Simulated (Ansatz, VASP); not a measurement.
V: VASP beside Ansatz

File INCAR:

```
PREC = Accurate
ENCUT = 520
EDIFF = 1E-6
ISMEAR = -1
SIGMA = 0.1
LREAL = False
LASPH = True
NELM = 80
ALGO = Normal
ISIF = 2
LWAVE = False
LCHARG = False
GGA = B5
ALDAX = 1.0
AGGAX = 1.0
AGGAC = 1.0
ALDAC = 0.0
NBANDS = 12
```

KPOINTS

```
Automatic mesh
0
Gamma
  14 14 14
```

File POSCAR:

```
V
1.0
    2.5408070163      0.0000000000      0.0000000000
    0.0000000000      2.5408070163      0.0000000000
    0.0000000000      0.0000000000      2.5408070163
V
1
Direct
    0.0000000000      0.0000000000      0.0000000000
```

Input for Ansatz:

```yaml
crystal:
  lattice:
    - [2.5408070163, 0.0, 0.0]
    - [0.0, 2.5408070163, 0.0]
    - [0.0, 0.0, 2.5408070163]
  atoms:
    - { symbol: V, position: [0.0, 0.0, 0.0] }
hamiltonian:
  xc: blyp
  pseudopotentials:
    kind: paw
    azcp:
      V: "pseudopotentials/V.paw.azcp"
basis:
  ecutwfc: 420
  fft_grid_basis: typed
kpoints:
  mp_grid: { grid: [14, 14, 14], shift: [0, 0, 0] }
magnetization:
  spin_polarized: false
scf:
  occupations: { method: fermi_dirac, width: 0.1 }
  lower_state_search: "off"
output:
  stress: true
```

Alike in both runs: task single point; functional BLYP; k mesh 14 × 14 × 14; occupations fermi-dirac, width 0.1 eV; no spin polarisation.

|  | VASP | Ansatz |
| --- | --- | --- |
| version | VASP 6.6.1 | Ansatz 0.2.0 |
| potentials or method | VASP PAW PBE potentials, release 64 (V_sv), cutoff 520 eV | plane waves (420 eV) with PAW, scalar-relativistic |
| valence electrons in the cell | 13 | 13 |

```tsv
	VASP	Ansatz	Ansatz less VASP
pressure (GPa)	-7.4	-7.7	-0.26
```

VASP's potentials were made for PBE, not for BLYP. With one functional, cell and mesh, what is left measures potentials, basis and numerics.
